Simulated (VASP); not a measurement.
Here is a VASP 6.6.1 calculation.

INCAR

```
SYSTEM = HfC
PREC = Accurate
ENCUT = 520
EDIFF = 1E-7
ISMEAR = 0
SIGMA = 0.022
LREAL = .False.
LASPH = .True.
NELM = 60
ALGO = Normal
ISIF = 2
LWAVE = .False.
LCHARG = .False.
GGA = PE
NBANDS = 14
```

File KPOINTS:

```
Automatic mesh
0
Gamma
  12 12 12
  0 0 0
```

POSCAR

```
HfC
1.0
   -1.3966732300      2.4971805100      1.8473367300
    1.3966732300     -2.4971805100      1.8473367300
    1.3966732300      2.4971805100     -1.8473367300
Hf C
1 1
Direct
    0.9847118300      0.9847118300      0.0000000000
    0.6794548300      0.1794548300      0.5000000000
```

Potentials or basis: VASP PAW PBE potentials, release 64 (Hf_pv, C).

Run with:

```console
$ cat potpaw_PBE.64/Hf_pv/POTCAR potpaw_PBE.64/C/POTCAR > POTCAR
$ mpirun -np 1 vasp_std > vasp.out
```

Problem. What does it give for the pressure?

Solution. 68.0 GPa.

Problem. What does it give for the band gap on the k mesh?

Solution. 0.36 eV (least direct gap 0.86 eV).

Problem. What does it give for the largest force?

Solution. 11.756 eV/Å.

Stress tensor (GPa, compression positive):
```
169.40   0.00   0.00
  0.00 -23.90   0.00
  0.00   0.00  58.55
```

Caveat: the cell stands under pressure; spin-orbit coupling is left out, which moves the levels of the heavy elements; forces of over 1 eV/Å act on the atoms, so gaps and moduli don't describe the material at rest. A k mesh can miss the band edges.
